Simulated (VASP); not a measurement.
A run of VASP 6.6.1:

INCAR

```
SYSTEM = WS2
  PREC = Accurate
  ENCUT = 520
  EDIFF = 1E-6
  ISMEAR = 0
  SIGMA = 0.05
  LREAL = .FALSE.
  LASPH = .TRUE.
  NELM = 100
  ALGO = Normal
  ISIF = 2
  LWAVE = .FALSE.
  LCHARG = .FALSE.
  LDIPOL = .TRUE.
  IDIPOL = 3
  DIPOL = 0.5 0.5 0.500
  GGA = PS
  NBANDS = 35
```

The input KPOINTS:

```
regular mesh
0
G
  4 4 1
  0 0 0
```

File POSCAR:

```
WS2
1.0
    3.1476068077      0.0000000000      0.0000000000
   -1.5738034039      2.7259074566      0.0000000000
    0.0000000000      0.0000000000     24.5038647401
S W
4 2
Direct
    0.3333333333      0.6666666667      0.3060741675
    0.3333333333      0.6666666667      0.4339478745
    0.0000000000      0.0000000000      0.5660521255
    0.0000000000      0.0000000000      0.6939258325
    0.6666666667      0.3333333333      0.3700183493
    0.3333333333      0.6666666667      0.6299963073
```

Potentials or basis: VASP PAW PBE potentials, release 64 (S, W_sv).

Launch:

```sh
$ cat potpaw_PBE.64/S/POTCAR potpaw_PBE.64/W_sv/POTCAR > POTCAR
$ mpirun -np 1 vasp_std > vasp.out
```

Hardware: 1 thread of Intel(R) Xeon(R) Platinum 8375C CPU @ 2.90GHz (Ice Lake), on a shared host.

Q: How long does it take, and how much memory?

A: Wall time 69 s on 1 thread of Intel(R) Xeon(R) Platinum 8375C CPU @ 2.90GHz (Ice Lake) (shared host), peak memory 0.31 GiB. Counts: scf iterations 25, k points 4.
